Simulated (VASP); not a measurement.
# Al in VASP: single point with PBE+D3(BJ)

Aim: the single point of Al with PBE+D3(BJ).

Program: VASP 6.6.1. These are calculated values, not measurements. Logs are shortened: lines on timing, memory, paths and dates and some standing lists are left out, and cuts for length are marked.

## 1. The cell of the first run

The cell holds a slab with vacuum, 12 atoms: a = 5.632 Å, b = 5.632 Å, c = 22.599 Å, α = 90.00°, β = 90.00°, γ = 120.00°.

## 2. Single point, PBE+D3(BJ)

INCAR reads:

```
SYSTEM = Al
  ALGO = Normal
  DIPOL = 0.5 0.5 0.460
  EDIFF = 1E-6
  ENCUT = 520
  GGA = PE
  IDIPOL = 3
  ISIF = 2
  ISMEAR = 0
  IVDW = 12
  LASPH = .TRUE.
  LCHARG = .FALSE.
  LDIPOL = .TRUE.
  LREAL = .FALSE.
  LWAVE = .FALSE.
  NBANDS = 30
  NELM = 80
  PREC = Accurate
  SIGMA = 0.1
```

KPOINTS reads:

```
k-points
0
G
  4 4 1
  0 0 0
```

POSCAR reads:

```
Al
1.0
    5.6324246406      0.0000000000      0.0000000000
   -2.8162123203      4.8778228237      0.0000000000
    0.0000000000      0.0000000000     22.5988554614
Al
12
Direct
    0.3333333333      0.1666666667      0.3540002286
    0.3333333333      0.6666666667      0.3540002286
    0.8333333333      0.1666666667      0.3540002286
    0.8333333333      0.6666666667      0.3540002286
    0.6700499794      0.3415495866      0.4568140731
    0.6728613607      0.8353172479      0.4563165612
    0.1764338189      0.3541025460      0.4604748327
    0.1603011251      0.8352672576      0.4563973410
   -0.0061491248      0.5091763747      0.5817696335
    0.0001095323      0.0033202809      0.5582161467
    0.5117757374      0.5101981144      0.5822122556
    0.4685752922     -0.0602724923      0.5476115801
```

Potentials or basis: VASP PAW PBE potentials, release 64 (Al).

Started as:

```bash
cat potpaw_PBE.64/Al/POTCAR > POTCAR
mpirun -np 1 vasp_std > vasp.out
```

OUTCAR:

```text
SYSTEM = Al
   EDIFF = 1E-6
   ENCUT = 520
   GGA = PE
   ISIF = 2
   ISMEAR = 0
   IVDW = 12
   LASPH = .TRUE.
   LREAL = .FALSE.
   NELM = 80
   PREC = Accurate
 IVDW          = 12

 ion  position               nearest neighbor table
   1  0.333  0.167  0.354-   3 2.82   3 2.82   4 2.82   2 2.82   2 2.82   4 2.82   8 2.82   5 2.85
                             7 2.94
   2  0.333  0.667  0.354-   4 2.82   4 2.82   1 2.82   1 2.82   3 2.82   3 2.82   6 2.84   7 2.85
                             8 2.85
   3  0.833  0.167  0.354-   1 2.82   1 2.82   4 2.82   4 2.82   2 2.82   2 2.82   6 2.82   5 2.85
                             7 2.93
   4  0.833  0.667  0.354-   8 2.81   5 2.81   6 2.82   2 2.82   2 2.82   1 2.82   3 2.82   3 2.82
                             1 2.82
   5  0.670  0.342  0.457-   8 2.77   6 2.77   4 2.81   7 2.82   7 2.82  12 2.84   1 2.85   3 2.85
                             6 2.86   8 2.86   9 3.24  11 3.25
   6  0.673  0.835  0.456-  12 2.57   8 2.75   7 2.76   5 2.77  10 2.80   4 2.82   3 2.82   2 2.84
                             5 2.86   7 2.88   8 2.89  11 3.26
   7  0.176  0.354  0.460-   6 2.76   8 2.76  10 2.79   5 2.82   5 2.82   2 2.85   8 2.88   6 2.88
                             3 2.93   1 2.94   9 3.20  11 3.20
   8  0.160  0.835  0.456-  12 2.57   6 2.75   7 2.76   5 2.77  10 2.80   4 2.81   1 2.82   2 2.85
                             5 2.86   7 2.88   6 2.89   9 3.25
   9  0.994  0.509  0.582-  12 2.67  11 2.72  10 2.82  11 2.91  10 2.92  12 3.19   7 3.20   5 3.24
                             8 3.25
  10  0.000  0.003  0.558-   7 2.79   6 2.80   8 2.80   9 2.82  11 2.82  12 2.84  12 2.84   9 2.92
                            11 2.92
  11  0.512  0.510  0.582-  12 2.67   9 2.72  10 2.82   9 2.91  10 2.92  12 3.20   7 3.20   5 3.25
                             6 3.26
  12  0.469  0.940  0.548-   8 2.57   6 2.57  11 2.67   9 2.67   5 2.84  10 2.84  10 2.84   9 3.19
                            11 3.20

  LATTYP: Found a hexagonal cell.
 ALAT       =     5.6324246406
 C/A-ratio  =     4.0122783532

  Lattice vectors:

 A1 = (   5.6324246406,   0.0000000000,   0.0000000000)
 A2 = (  -2.8162123203,   4.8778228237,   0.0000000000)
 A3 = (   0.0000000000,   0.0000000000,  22.5988554614)

Analysis of symmetry for initial positions (statically):
=====================================================================
 Subroutine PRICEL returns:
 Original cell was already a primitive cell.

 Routine SETGRP: Setting up the symmetry group for a
 hexagonal supercell.

 Subroutine GETGRP returns: Found  1 space group operations
 (whereof  1 operations were pure point group operations)
 out of a pool of 24 trial point group operations.

The static configuration has the point symmetry C_1 .

Analysis of symmetry for dynamics (positions and initial velocities):
=====================================================================
 Subroutine PRICEL returns:
 Original cell was already a primitive cell.

 Routine SETGRP: Setting up the symmetry group for a
 hexagonal supercell.

 Subroutine GETGRP returns: Found  1 space group operations
 (whereof  1 operations were pure point group operations)
 out of a pool of 24 trial point group operations.

The dynamic configuration has the point symmetry C_1 .

 Subroutine INISYM returns: Found  1 space group operations
 (whereof  1 operations are pure point group operations),
 and found     1 'primitive' translations

----------------------------------------------------------------------------------------

                                     Primitive cell

  volume of cell :     620.8803

  direct lattice vectors                    reciprocal lattice vectors
     5.632424641  0.000000000  0.000000000     0.177543432  0.102504748  0.000000000
    -2.816212320  4.877822824  0.000000000     0.000000000  0.205009496  0.000000000
     0.000000000  0.000000000 22.598855461     0.000000000  0.000000000  0.044250029

  length of vectors
     5.632424641  5.632424641 22.598855461     0.205009496  0.205009496  0.044250029

  position of ions in fractional coordinates (direct lattice)
     0.333333333  0.166666667  0.354000229
     0.333333333  0.666666667  0.354000229
     0.833333333  0.166666667  0.354000229
     0.833333333  0.666666667  0.354000229
     0.670049979  0.341549587  0.456814073
[... 43 lines left out ...]

 Subroutine IBZKPT returns following result:
 ===========================================

 Found     10 irreducible k-points:

 Following reciprocal coordinates:
            Coordinates               Weight
  0.000000  0.000000  0.000000      1.000000
  0.250000 -0.000000  0.000000      2.000000
  0.000000  0.250000  0.000000      2.000000
 -0.250000  0.250000  0.000000      2.000000
  0.500000 -0.000000  0.000000      1.000000
  0.000000  0.500000  0.000000      1.000000
  0.500000  0.500000  0.000000      1.000000
  0.250000  0.250000  0.000000      2.000000
 -0.250000  0.500000  0.000000      2.000000
  0.500000  0.250000  0.000000      2.000000
   k-points           NKPTS =     10   k-points in BZ     NKDIM =     10   number of bands    NBANDS=     30
   number of dos      NEDOS =    301   number of ions     NIONS =     12
   total plane-waves  NPLWV = 296352
   dimension x,y,z NGX =    42 NGY =   42 NGZ =  168
   dimension x,y,z NGXF=    84 NGYF=   84 NGZF=  336
   ions per type =              12
   NGX,Y,Z   is equivalent  to a cutoff of  12.40, 12.40, 12.36 a.u.
   NGXF,Y,Z  is equivalent  to a cutoff of  24.79, 24.79, 24.72 a.u.
 SYSTEM =  Al
   PREC   = accura    normal or accurate (medium, high low for compatibility)
   ISTART =      0    job   : 0-new  1-cont  2-samecut
   ICHARG =      2    charge: 1-file 2-atom 10-const
   ISPIN  =      1    spin polarized calculation?
   LNONCOLLINEAR =      F non collinear calculations
   LSORBIT =      F    spin-orbit coupling
   LASPH  =      T    aspherical Exc in radial PAW
   ENCUT  =  520.0 eV  38.22 Ry    6.18 a.u.  10.47 10.47 42.02*2*pi/ulx,y,z
   NELM   =     80;   NELMIN=  2; NELMDL= -5     # of ELM steps
   EDIFF  = 0.1E-05   stopping-criterion for ELM
   LREAL  =      F    real-space projection
   EDIFFG = 0.1E-04   stopping-criterion for IOM
   NSW    =      0    number of steps for IOM
   IBRION =     -1    ionic relax: 0-MD 1-quasi-New 2-CG
   NFREE  =      0    steps in history (QN), initial steepest desc. (CG)
   ISIF   =      2    stress and relaxation
   ISYM   =      2    0-nonsym 1-usesym 2-fastsym
   POTIM  = 0.5000    time-step for ionic-motion
   TEBEG  =    0.0;   TEEND  =   0.0 temperature during run
   PSTRESS=    0.0 pullay stress
   NELECT =      36.0000    total number of electrons
   NUPDOWN=      -1.0000    fix difference up-down
   EMIN   =  10.00;   EMAX   =-10.00  energy-range for DOS
   EFERMI =   0.00;   METHOD = LEGACY
   ISMEAR =     0;   SIGMA  =   0.10  broadening in eV -4-tet -1-fermi 0-gaus
   EFERMI_NEDOS =   21; number of points for ismear=-14 and -15
   IALGO  =     38    algorithm
   IMIX   =      4    mixing-type and parameters
     AMIX     =   0.40;   BMIX     =  1.00
     AMIX_MAG =   1.60;   BMIX_MAG =  1.00
  volume/ion in A,a.u.               =      51.74       349.16
  Fermi-wavevector in a.u.,A,eV,Ry     =   0.633636  1.197398  5.462662  0.401494
  Thomas-Fermi vector in A             =   1.697359
   LORBIT       =      0    0 simple, 1 ext, 2 COOP (PROOUT), +10 PAW based schemes
   GGA     = PE    functional components
   LHFCALC =     F    Hartree Fock is set to
   AEXX    =    0.0000 exact exchange contribution
   IVDW    =    12    specifies the selected vdW correction
   LEPSILON=     F    determine dielectric tensor
   LRPA    =     F    only Hartree local field effects (RPA)
 non-spin polarized calculation
 Gauss-broadening in eV      SIGMA  =   0.10
  energy-cutoff  :      520.00
  volume of cell :      620.88
 maximum number of plane-waves:     16837
 NGX is ok and might be reduce to    42
   NGX = 21   NGY = 21   NGZ = 85

 dipolmoment           0.000000      0.000000      0.231717 electrons x Angstroem

 number of electron      36.0000000 magnetization

 dipolmoment           0.000000      0.000000     -0.014133 electrons x Angstroem

 Free energy of the ion-electron system (eV)
  ---------------------------------------------------
  ext. energy  EPLUGINS =         0.00000000
  ---------------------------------------------------
  free energy    TOTEN  =       -41.61502384 eV

  energy without entropy =      -41.59361085  energy(sigma->0) =      -41.60431735

 E-fermi :  -0.0309     XC(G=0):  -4.0712

 val. band max:       -0.0591289427   @ k =   0.5000   0.5000   0.0000
 cond. band min:       0.0207855839   @ k =   0.0000   0.5000   0.0000
 fundamental gap:      0.0799145265
 Fermi energy:        -0.0309230232

 k-point     1 :       0.0000    0.0000    0.0000
  band No.  band energies     occupation
      1     -10.6383      2.00000
      2      -8.9878      2.00000
      3      -6.6491      2.00000
      4      -4.8978      2.00000
      5      -4.6885      2.00000
      6      -4.6556      2.00000
[... 319 lines left out ...]
     29       3.3963      0.00000
     30       3.5911      0.00000

------------------------ aborting loop because EDIFF is reached ----------------------------------------

 vacuum level on the upper side and lower side of the slab       (xc-potential included)        -0.137        -0.050

 Edisp (eV)   -2.76782

 E8    (eV) :    -1.2933

  FORCE on cell =-STRESS in cart. coord.  units (eV):
  Direction    XX          YY          ZZ          XY          YZ          ZX
  --------------------------------------------------------------------------------------
  -------------------------------------------------------------------------------------
  Total      -3.58515    -5.02143    -2.46122    -0.02603    -0.47728     0.04297
  in kB      -9.25146   -12.95778    -6.35115    -0.06718    -1.23161     0.11090
  external pressure =       -9.52 kB  Pullay stress =        0.00 kB

 VOLUME and BASIS-vectors are now :
 -----------------------------------------------------------------------------
  energy-cutoff  :      520.00
  volume of cell :      620.88
      direct lattice vectors                 reciprocal lattice vectors
     5.632424641  0.000000000  0.000000000     0.177543432  0.102504748  0.000000000
    -2.816212320  4.877822824  0.000000000     0.000000000  0.205009496  0.000000000
     0.000000000  0.000000000 22.598855461     0.000000000  0.000000000  0.044250029

 POSITION                                       TOTAL-FORCE (eV/Angst)
 -----------------------------------------------------------------------------------
      1.40811      0.81297      8.00000        -0.050061     -0.050606      0.130155
     -0.00000      3.25188      8.00000        -0.005015      0.092257      0.106830
      4.22432      0.81297      8.00000         0.045995     -0.046910      0.129507
      2.81621      3.25188      8.00000        -0.000341      0.084268     -0.005054
      2.81213      1.66602     10.32348        -0.001008     -0.088183      0.470368
      1.43741      4.07453     10.31223         0.209172     -0.073265     -0.360638
     -0.00348      1.72725     10.40620        -0.000799     -0.113569      0.197654
     -1.44941      4.07429     10.31406        -0.205443     -0.072733     -0.375584
      4.16384      2.48367     13.14733         0.047931     -0.583024     -0.666652
     -0.00873      0.01620     12.61505         0.006074      0.340215      0.072573
      1.44571      2.48866     13.15733        -0.041276     -0.599580     -0.665224
     -0.00726      4.58382     12.37539        -0.005228      1.111130      0.966065
 -----------------------------------------------------------------------------------
    total drift:                               -0.000003      0.000001      0.000015

  FREE ENERGIE OF THE ION-ELECTRON SYSTEM (eV)
  ---------------------------------------------------
  free  energy   TOTEN  =       -44.3828456353 eV

  energy  without entropy=      -44.3614326529  energy(sigma->0) =      -44.37213914

 vacuum level on the upper side and lower side of the slab         3.714         3.805
```

Wall time 5.5 min (1 thread of Intel Xeon Platinum 8375C at 2.90GHz (Ice Lake), shared host); peak memory 0.65 GiB.

Results:

* Free energy: -44.3828 eV
* Largest force: 1.472 eV/Å
* Band gap on the k mesh: zero (band 18 reaches 0.23 eV, above the bottom of band 19 at -0.72 eV)
* Dispersion energy per atom: -0.231 eV

Forces in eV/Å, atoms in the order of the input:
```
Al  -0.050 -0.051  0.130
Al  -0.005  0.092  0.107
Al   0.046 -0.047  0.130
Al   0.000  0.084 -0.005
Al  -0.001 -0.088  0.470
Al   0.209 -0.073 -0.361
Al  -0.001 -0.114  0.198
Al  -0.205 -0.073 -0.376
Al   0.048 -0.583 -0.667
Al   0.006  0.340  0.073
Al  -0.041 -0.600 -0.665
Al  -0.005  1.111  0.966
```

Levels at points of the mesh, in eV from the Fermi level:
```csv
k point,band 14,band 15,band 16,band 17,band 18,band 19,band 20,band 21
"(0.00, 0.00, 0.00)",-2.81,-2.46,-2.37,-0.80,-0.71,-0.69,-0.50,-0.23
"(0.50, 0.00, 0.00)",-1.89,-0.33,-0.21,-0.03,0.08,0.81,0.85,1.01
"(0.00, 0.50, 0.00)",-1.79,-0.48,-0.20,0.05,0.07,0.67,0.88,1.04
"(0.50, 0.50, 0.00)",-1.89,-0.33,-0.20,-0.03,0.09,0.81,0.85,1.01
```
